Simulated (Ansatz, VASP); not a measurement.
# Two plane-wave programs on TiHg

```
Ti Hg
1.0
     2.94242    0.00000    0.00000
     0.00000    2.94242    0.00000
     0.00000    0.00000    4.00340
Ti Hg
1 1
Direct
  0.50000 0.50000 0.50000
  0.00000 0.00000 0.00000
```

Alike in both runs: functional LDA; k mesh 14 × 14 × 10; occupations fermi-dirac, width 0.15 eV; no spin polarisation.

Ansatz relaxed the structure, and its values are those at the end. VASP's run is a single point on that final structure, the one shown.

|  | VASP | Ansatz |
| --- | --- | --- |
| version | VASP 6.6.1 | Ansatz 0.2.0 |
| potentials or method | VASP PAW LDA potentials, release 64 (Ti_sv, Hg), cutoff 520 eV | scalar-relativistic, plane waves, PAW |
| valence electrons in the cell | 24 | 32 |

VASP gave:

```
gap on the k mesh at the Fermi level (eV) : none
pressure (GPa)                            : 1.1
```

Question: Which values does Ansatz return?

Answer: gap on the k mesh at the Fermi level (eV): none; pressure (GPa): 0.0.

LDA's correlation is that of Perdew and Zunger in VASP and of Perdew and Wang (1992) in Ansatz. A gap of «none» marks a metal or a gap that the smearing closes. VASP's potentials hold 24 valence electrons a cell and Ansatz's 32, so a difference there can come from the potentials and not from the codes.

Spin-orbit coupling is off throughout.
